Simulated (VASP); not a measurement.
Set up this calculation in VASP 6.6.1, as the native input.

- Task: single point
- Functional: HF
- Potentials or basis: VASP PAW PBE potentials, release 64 (Mn_pv, O)
- Cutoff: 520 eV
- k mesh: 5 × 5 × 5
- Occupations: fermi-dirac, width 0.05 eV
- Spin: collinear spin, ferromagnetic start
- Starting moments: [4.0, 0.0] μB
- Dipole correction: no
- Grid for exact exchange (PRECFOCK): Normal
- Further INCAR settings: ALGO = Normal; EDIFF = 1e-06; NBANDS = 20
- Share of exact exchange: 1

Crystal: MnO.

```
Mn O
1.0
     2.77485    0.00000    0.00000
     0.00000    2.77485    0.00000
     0.00000    0.00000    2.77485
Mn O
1 1
Direct
  0.00000 0.00000 0.00000
  0.50000 0.50000 0.50000
```

These files were run (other wordings do the same):

POSCAR

```
MnO
1.0
    2.7748498063      0.0000000000      0.0000000000
    0.0000000000      2.7748498063      0.0000000000
    0.0000000000      0.0000000000      2.7748498063
Mn O
1 1
Direct
    0.0000000000      0.0000000000      0.0000000000
    0.5000000000      0.5000000000      0.5000000000
```

INCAR.step1

```
SYSTEM = MnO
PREC = Accurate
ENCUT = 520
EDIFF = 1E-5
ISMEAR = -1
SIGMA = 0.05
LREAL = .False.
LASPH = .True.
NELM = 150
ALGO = Normal
ISIF = 2
LWAVE = .True.
LCHARG = .False.
ISPIN = 2
MAGMOM = 4 0
LORBIT = 11
LMAXMIX = 4
NBANDS = 20
GGA = PE
```

INCAR.step2

```
SYSTEM = MnO
PREC = Accurate
ENCUT = 520
EDIFF = 1E-6
ISMEAR = -1
SIGMA = 0.05
LREAL = .False.
LASPH = .True.
NELM = 150
ALGO = Normal
ISIF = 2
LWAVE = .False.
LCHARG = .False.
ISPIN = 2
MAGMOM = 4 0
LORBIT = 11
LMAXMIX = 4
GGA = PE
LHFCALC = .True.
AEXX = 1.0
ALDAC = 0.0
AGGAC = 0.0
PRECFOCK = Normal
NBANDS = 20
ISTART = 1
```

KPOINTS

```
Automatic mesh
0
Gamma
  5 5 5
  0 0 0
```

Potentials or basis: VASP PAW PBE potentials, release 64 (Mn_pv, O).

Run with:

```sh
$ cat potpaw_PBE.64/Mn_pv/POTCAR potpaw_PBE.64/O/POTCAR > POTCAR
$ cp INCAR.step1 INCAR
$ mpirun -np 1 vasp_std > vasp.out
$ cp INCAR.step2 INCAR
$ mpirun -np 1 vasp_std > vasp.out
```

Results of the run:

- Pressure: 0.7 GPa
- Band gap on the k mesh: 10.35 eV (least direct gap 11.19 eV)
- Net moment: 5.00 μB per cell
- Site moments: Mn +4.74; O +0.12 μB
- Valence electrons inside the program's atomic spheres: Mn 11.20; O 5.13

Caveat: the k points lie up to 0.45 Å⁻¹ apart; the PAW data sets were made with another functional, which shifts forces and pressure a little; an odd mesh through Γ misses points on the zone boundary, where band edges can lie; a cell with one magnetic atom can't hold antiferromagnetic order, which such compounds often take.

Wall time 22 min on 1 thread of Intel Xeon 8259CL, with other jobs on the host, peak memory 0.16 GiB.
